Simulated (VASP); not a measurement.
Runs of VASP 6.6.1 on As. The structure is that of space group P6_3/mmc (No. 194), or close to it. The cells are those of the table. 

```csv
task,cell,k mesh,cutoff (eV),gap on the mesh (eV),pressure (GPa),largest force (eV/Å)
single point,"a = 4.122, b = 4.122, c = 10.080 Å, angles 90.0, 90.0, 120.0°, 6 atoms",12 × 12 × 4,520,none,0.2,0.04
relaxation of cell and atoms,"relaxed from a = 3.637, b = 3.637, c = 9.256 Å, angles 90.0, 90.0, 120.0°, 6 atoms",6 × 6 × 2,600,none,0.0,0.02
single point,"a = 3.637, b = 3.637, c = 9.256 Å, angles 90.0, 90.0, 120.0°, 6 atoms",6 × 6 × 2,520,none,(a),3.70
single point,"a = 4.133, b = 4.133, c = 10.007 Å, angles 90.0, 90.0, 120.0°, 6 atoms",6 × 6 × 2,520,none,0.2,0.03
```

Alike in all rows: level PBE; potentials or basis VASP PAW PBE potentials, release 64 (As); no spin polarisation; smearing gaussian 0.1 eV.

Question: Fill in the values left out.

Answer: (a) 39.5.

Caveats: forces of over 1 eV/Å act on the atoms, so gaps and moduli don't describe the material at rest (some runs).

A k mesh can miss the band edges, and the runs leave out spin-orbit coupling on As.

A gap of «none» marks levels without a gap at the run's occupations.
